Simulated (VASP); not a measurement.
# Si (Ibca) in VASP: further runs

The runs below take Si through single point, with r2SCAN.

Everything below comes from runs of VASP 6.6.1. Logs are shortened: lines on timing, memory, paths and dates and some standing lists are left out, and cuts for length are marked.

## Step 1: The cell of the first run

It takes space group Ibca (No. 73, orthorhombic). The conventional cell has a = 6.647 Å, b = 6.813 Å, c = 6.813 Å, α = 90.00°, β = 90.00°, γ = 90.00°. Within 3.1 Å of Si (site symmetry 1) lie 4 Si at 2.36 to 2.45 Å.

## Step 2: Single point, r2SCAN (strain +0.025 along x and y, +0.000 along z)

The input, POSCAR:

```
Si
1.0
   -3.4067049100      3.4067049100      3.3236145463
    3.4067049100     -3.4067049100      3.3236145463
    3.4067049100      3.4067049100     -3.3236145463
Si
8
Direct
    0.2013996517      0.2013996517      0.2013996517
    0.5000000000      0.0000000000      0.2986003483
    0.2986003483      0.5000000000      0.0000000000
    0.0000000000      0.2986003483      0.5000000000
    0.7986003483      0.7986003483      0.7986003483
    0.5000000000      0.0000000000      0.7013996517
    0.7013996517      0.5000000000      0.0000000000
    0.0000000000      0.7013996517      0.5000000000
```

The input, INCAR.step1:

```
SYSTEM = Si
  PREC = Accurate
  ENCUT = 520
  ISMEAR = 0
  SIGMA = 0.15
  LREAL = .FALSE.
  LASPH = .TRUE.
  NELM = 60
  NBANDS = 26
  GGA = PE
  ALGO = Normal
  EDIFF = 1E-4
  LWAVE = .TRUE.
  LCHARG = .FALSE.
```

The input, INCAR.step2:

```
SYSTEM = Si
  PREC = Accurate
  ENCUT = 520
  EDIFF = 1E-7
  ISMEAR = 0
  SIGMA = 0.15
  LREAL = .FALSE.
  LASPH = .TRUE.
  NELM = 60
  ALGO = Normal
  ISIF = 2
  LWAVE = .FALSE.
  LCHARG = .TRUE.
  METAGGA = R2SCAN
  LMIXTAU = .TRUE.
  LELF = .TRUE.
  LVHAR = .TRUE.
  NBANDS = 26
  ISTART = 1
```

The input, KPOINTS:

```
regular mesh
0
G
  8 8 8
  0 0 0
```

Potentials or basis: VASP PAW PBE potentials, release 64 (Si).

The run is started by

```console
$ cat potpaw_PBE.64/Si/POTCAR > POTCAR
$ cp INCAR.step1 INCAR
$ mpirun -np 1 vasp_std > vasp.out
$ cp INCAR.step2 INCAR
$ mpirun -np 1 vasp_std > vasp.out
```

OUTCAR:

```text
SYSTEM = Si
   PREC = Accurate
   ENCUT = 520
   EDIFF = 1E-7
   ISMEAR = 0
   LREAL = .FALSE.
   LASPH = .TRUE.
   NELM = 60
   ISIF = 2
   METAGGA = R2SCAN
   ISTART = 1

 ion  position               nearest neighbor table
   1  0.201  0.201  0.201-   5 2.36   3 2.41   4 2.44   2 2.45
   2  0.500  0.000  0.299-   6 2.36   4 2.41   3 2.44   1 2.45
   3  0.299  0.500  0.000-   7 2.36   1 2.41   2 2.44   4 2.45
   4  0.000  0.299  0.500-   8 2.36   2 2.41   1 2.44   3 2.45
   5  0.799  0.799  0.799-   1 2.36   7 2.41   8 2.44   6 2.45
   6  0.500  0.000  0.701-   2 2.36   8 2.41   7 2.44   5 2.45
   7  0.701  0.500  0.000-   3 2.36   5 2.41   6 2.44   8 2.45
   8  0.000  0.701  0.500-   4 2.36   6 2.41   5 2.44   7 2.45

  LATTYP: Found a body centered tetragonal cell.
 ALAT       =     6.8134098200
 C/A-ratio  =     0.9756097561

  Lattice vectors:

 A1 = (  -3.4067049100,   3.4067049100,   3.3236145463)
 A2 = (   3.4067049100,  -3.4067049100,   3.3236145463)
 A3 = (   3.4067049100,   3.4067049100,  -3.3236145463)

Analysis of symmetry for initial positions (statically):
=====================================================================
 Subroutine PRICEL returns:
 Original cell was already a primitive cell.

 Routine SETGRP: Setting up the symmetry group for a
 body centered tetragonal supercell.

 Subroutine GETGRP returns: Found  8 space group operations
 (whereof  2 operations were pure point group operations)
 out of a pool of 16 trial point group operations.

The static configuration has the point symmetry S_2 .
 The point group associated with its full space group is D_2h.

Analysis of symmetry for dynamics (positions and initial velocities):
=====================================================================
 Subroutine PRICEL returns:
 Original cell was already a primitive cell.

 Routine SETGRP: Setting up the symmetry group for a
 body centered tetragonal supercell.

 Subroutine GETGRP returns: Found  8 space group operations
 (whereof  2 operations were pure point group operations)
 out of a pool of 16 trial point group operations.

The dynamic configuration has the point symmetry S_2 .
 The point group associated with its full space group is D_2h.

 Subroutine INISYM returns: Found  8 space group operations
 (whereof  2 operations are pure point group operations),
 and found     1 'primitive' translations

----------------------------------------------------------------------------------------

                                     Primitive cell

  volume of cell :     154.2907

  direct lattice vectors                    reciprocal lattice vectors
    -3.406704910  3.406704910  3.323614546     0.000000000  0.146769390  0.150438624
     3.406704910 -3.406704910  3.323614546     0.146769390  0.000000000  0.150438624
     3.406704910  3.406704910 -3.323614546     0.146769390  0.146769390  0.000000000

  length of vectors
     5.853006949  5.853006949  5.853006949     0.210173817  0.210173817  0.207563261

  position of ions in fractional coordinates (direct lattice)
     0.201399652  0.201399652  0.201399652
     0.500000000  1.000000000  0.298600348
     0.298600348  0.500000000  0.000000000
     0.000000000  0.298600348  0.500000000
     0.798600348  0.798600348  0.798600348
     0.500000000  0.000000000  0.701399652
     0.701399652  0.500000000  0.000000000
     1.000000000  0.701399652  0.500000000

  ion indices of the primitive-cell ions
   primitive index   ion index
                 1           1
                 2           2
                 3           3
                 4           4
                 5           5
                 6           6
                 7           7
                 8           8

----------------------------------------------------------------------------------------

 KPOINTS: regular mesh

Automatic generation of k-mesh.
 Grid dimensions read from file:
 generate k-points for:    8    8    8

 Generating k-lattice:

  Cartesian coordinates                     Fractional coordinates (reciprocal lattice)
     0.000000000  0.018346174  0.018804828     0.125000000 -0.000000000  0.000000000
     0.018346174  0.000000000  0.018804828    -0.000000000  0.125000000  0.000000000
     0.018346174  0.018346174  0.000000000     0.000000000  0.000000000  0.125000000

  Length of vectors
     0.026271727  0.026271727  0.025945408

  Shift w.r.t. Gamma in fractional coordinates (k-lattice)
     0.000000000  0.000000000  0.000000000

 Subroutine IBZKPT returns following result:
 ===========================================

 Found     95 irreducible k-points:

 Following reciprocal coordinates:
            Coordinates               Weight
  0.000000  0.000000  0.000000      1.000000
  0.125000  0.000000 -0.000000      4.000000
  0.125000  0.000000 -0.125000      4.000000
  0.250000  0.000000 -0.000000      4.000000
  0.250000  0.000000 -0.250000      4.000000
  0.375000  0.000000  0.000000      4.000000
[... 16 lines left out ...]
  0.375000  0.250000 -0.000000      8.000000
 -0.375000  0.000000 -0.375000      8.000000
 [... further k-points ...]
   k-points           NKPTS =     95   k-points in BZ     NKDIM =     95   number of bands    NBANDS=     26
   number of dos      NEDOS =    301   number of ions     NIONS =      8
   total plane-waves  NPLWV = 110592
   dimension x,y,z NGX =    48 NGY =   48 NGZ =   48
   dimension x,y,z NGXF=    96 NGYF=   96 NGZF=   96
   ions per type =               8
   NGX,Y,Z   is equivalent  to a cutoff of  13.63, 13.63, 13.63 a.u.
   NGXF,Y,Z  is equivalent  to a cutoff of  27.27, 27.27, 27.27 a.u.
 SYSTEM =  Si
   PREC   = accura    normal or accurate (medium, high low for compatibility)
   ISTART =      1    job   : 0-new  1-cont  2-samecut
   ICHARG =      0    charge: 1-file 2-atom 10-const
   ISPIN  =      1    spin polarized calculation?
   LNONCOLLINEAR =      F non collinear calculations
   LSORBIT =      F    spin-orbit coupling
   LASPH  =      T    aspherical Exc in radial PAW
   ENCUT  =  520.0 eV  38.22 Ry    6.18 a.u.  10.88 10.88 10.88*2*pi/ulx,y,z
   NELM   =     60;   NELMIN=  2; NELMDL=  0     # of ELM steps
   EDIFF  = 0.1E-06   stopping-criterion for ELM
   LREAL  =      F    real-space projection
   EDIFFG = 0.1E-05   stopping-criterion for IOM
   NSW    =      0    number of steps for IOM
   IBRION =     -1    ionic relax: 0-MD 1-quasi-New 2-CG
   NFREE  =      0    steps in history (QN), initial steepest desc. (CG)
   ISIF   =      2    stress and relaxation
   ISYM   =      2    0-nonsym 1-usesym 2-fastsym
   POTIM  = 0.5000    time-step for ionic-motion
   TEBEG  =    0.0;   TEEND  =   0.0 temperature during run
   PSTRESS=    0.0 pullay stress
   NELECT =      32.0000    total number of electrons
   NUPDOWN=      -1.0000    fix difference up-down
   EMIN   =  10.00;   EMAX   =-10.00  energy-range for DOS
   EFERMI =   0.00;   METHOD = LEGACY
   ISMEAR =     0;   SIGMA  =   0.15  broadening in eV -4-tet -1-fermi 0-gaus
   EFERMI_NEDOS =   21; number of points for ismear=-14 and -15
   IALGO  =     38    algorithm
   IMIX   =      4    mixing-type and parameters
     AMIX     =   0.40;   BMIX     =  1.00
     AMIX_MAG =   1.60;   BMIX_MAG =  1.00
  volume/ion in A,a.u.               =      19.29       130.15
  Fermi-wavevector in a.u.,A,eV,Ry     =   0.969047  1.831234 12.776585  0.939052
  Thomas-Fermi vector in A             =   2.099067
   LORBIT       =      0    0 simple, 1 ext, 2 COOP (PROOUT), +10 PAW based schemes
   METAGGA = R2SCAN    functional components
   LHFCALC =     F    Hartree Fock is set to
   AEXX    =    0.0000 exact exchange contribution
   IVDW    =     0    specifies the selected vdW correction
   LEPSILON=     F    determine dielectric tensor
   LRPA    =     F    only Hartree local field effects (RPA)
 non-spin polarized calculation
 Gauss-broadening in eV      SIGMA  =   0.15
  energy-cutoff  :      520.00
  volume of cell :      154.29
 maximum number of plane-waves:      4184
 NGX is ok and might be reduce to    48
   NGX = 21   NGY = 21   NGZ = 21

 number of electron      32.0000000 magnetization

 Free energy of the ion-electron system (eV)
  ---------------------------------------------------
  ext. energy  EPLUGINS =         0.00000000
  ---------------------------------------------------
  free energy    TOTEN  =       -68.54465143 eV

  energy without entropy =      -68.54101234  energy(sigma->0) =      -68.54283188

 E-fermi :   6.5551     XC(G=0): -10.1717

 val. band max:        6.4990001016   @ k =   0.5000   0.5000   0.3750
 cond. band min:       6.5758061082   @ k =   0.5000   0.5000   0.5000
 fundamental gap:      0.0768060067
 Fermi energy:         6.5550658788

 k-point     1 :       0.0000    0.0000    0.0000
  band No.  band energies     occupation
      1      -6.4065      2.00000
      2      -2.1075      2.00000
      3      -1.8778      2.00000
      4      -1.7041      2.00000
      5      -1.6507      2.00000
      6      -0.0975      2.00000
[... 18 lines left out ...]
     25      12.1053      0.00000
     26      12.6666      0.00000

 k-point     2 :       0.1250    0.0000   -0.0000
  band No.  band energies     occupation
      1      -6.3094      2.00000
      2      -2.4064      2.00000
      3      -2.0736      2.00000
      4      -2.0726      2.00000
      5      -1.4838      2.00000
      6      -0.1625      2.00000
[... 18 lines left out ...]
     25      12.0853      0.00000
     26      12.1694      0.00000

 k-point     3 :       0.1250    0.0000   -0.1250
  band No.  band energies     occupation
      1      -6.3093      2.00000
      2      -2.4346      2.00000
      3      -2.1308      2.00000
      4      -1.9430      2.00000
      5      -1.5258      2.00000
      6      -0.2134      2.00000
[... 572 lines left out ...]
 k-point    23 :       0.3750    0.2500   -0.0000
  band No.  band energies     occupation
      1      -4.6470      2.00000
      2      -4.5985      2.00000
      3      -3.9722      2.00000
      4      -2.6822      2.00000
      5      -0.5793      2.00000
      6      -0.2828      2.00000
[... 18 lines left out ...]
     25      10.8217      0.00000
     26      11.1226      0.00000

 k-point    24 :      -0.3750    0.0000   -0.3750
  band No.  band energies     occupation
      1      -4.6460      2.00000
      2      -4.5974      2.00000
      3      -3.9765      2.00000
      4      -2.6829      2.00000
      5      -0.5659      2.00000
      6      -0.2524      2.00000
[... 18 lines left out ...]
     25      10.7010      0.00000
     26      11.1309      0.00000

 [... further k-points ...]

------------------------ aborting loop because EDIFF is reached ----------------------------------------

  FORCE on cell =-STRESS in cart. coord.  units (eV):
  Direction    XX          YY          ZZ          XY          YZ          ZX
  --------------------------------------------------------------------------------------
  -------------------------------------------------------------------------------------
  Total       -5.7800052     -5.7366462     -2.1222377      0.0000000      0.0000000      0.0000000
  in kB      -60.0204345    -59.5701883    -22.0376326      0.0000000      0.0000000      0.0000000
  external PRESSURE =     -47.2094185 kB  Pullay stress =       0.0000000 kB

 VOLUME and BASIS-vectors are now :
 -----------------------------------------------------------------------------
  energy-cutoff  :      520.00
  volume of cell :      154.29
      direct lattice vectors                 reciprocal lattice vectors
    -3.406704910  3.406704910  3.323614546     0.000000000  0.146769390  0.150438624
     3.406704910 -3.406704910  3.323614546     0.146769390  0.000000000  0.150438624
     3.406704910  3.406704910 -3.323614546     0.146769390  0.146769390  0.000000000

 POSITION                                       TOTAL-FORCE (eV/Angst)
 -----------------------------------------------------------------------------------
      0.68611      0.68611      0.66937        -0.159777     -0.055753     -0.177453
     -0.68611      2.72060      0.66937         0.159777      0.055753     -0.177453
      0.68611     -0.68611      2.65424        -0.159777      0.055753      0.177453
      2.72060      0.68611     -0.66937         0.159777     -0.055753      0.177453
      2.72060      2.72060      2.65424         0.159777      0.055753      0.177453
      0.68611      4.09281     -0.66937        -0.159777     -0.055753      0.177453
     -0.68611      0.68611      3.99299         0.159777     -0.055753     -0.177453
      4.09281     -0.68611      0.66937        -0.159777      0.055753     -0.177453
 -----------------------------------------------------------------------------------
    total drift:                               -0.000000      0.000000     -0.000000

  FREE ENERGIE OF THE ION-ELECTRON SYSTEM (eV)
  ---------------------------------------------------
  free  energy   TOTEN  =       -68.5446514275 eV

  energy  without entropy=      -68.5410123392  energy(sigma->0) =      -68.54283188
```

Wall time 14 min (1 thread of Intel Xeon 6975P-C (Granite Rapids), shared host); peak memory 0.51 GiB.

Results:

* Free energy: -68.5447 eV
* Pressure: -4.7 GPa
* Largest force: 0.245 eV/Å

Forces in eV/Å, atoms in the order of the input:
```
Si  -0.160 -0.056 -0.177
Si   0.160  0.056 -0.177
Si  -0.160  0.056  0.177
Si   0.160 -0.056  0.177
Si   0.160  0.056  0.177
Si  -0.160 -0.056  0.177
Si   0.160 -0.056 -0.177
Si  -0.160  0.056 -0.177
```

Caveat: the cell differs from its parent crystal (strain +0.025 along x and y, +0.000 along z); the cell stands under tension; the PAW data sets were made with another functional, which shifts forces and pressure a little.

(Continued in part 2 of 2.)
